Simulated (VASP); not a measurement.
ZnO:

```
Zn O
1.0
     3.23596    0.00000    0.00000
    -1.61798    2.80242    0.00000
     0.00000    0.00000    5.20906
Zn O
2 2
Direct
  0.33333 0.66667 0.00108
  0.66667 0.33333 0.50108
  0.33333 0.66667 0.38102
  0.66667 0.33333 0.88102
```

Base run:

```yaml
Program: VASP 6.6.1
Functional: r2SCAN
Potentials_or_basis: VASP PAW PBE potentials, release 64 (Zn, O)
Cutoff: 520 eV
k_mesh: 12 × 12 × 6
Occupations: tetrahedron
Spin: no spin polarisation
```

Its results: band gap on the k mesh 1.24 eV; pressure 1.0 GPa; largest force 0.007 eV/Å.

Problem. The run is repeated on the same cell with these changes: functional from r2SCAN to PBE; occupations from tetrahedron to methfessel-paxton, width 0.001 eV. What comes out?

Solution. Band gap on the k mesh 0.79 eV; pressure 7.2 GPa; largest force 0.008 eV/Å.

Caveats: the PAW data sets were made with another functional, which shifts forces and pressure a little (at least some runs); the cell stands under pressure (at least some runs); semilocal functionals underestimate gaps, and a narrow one can read as zero (at least some runs).

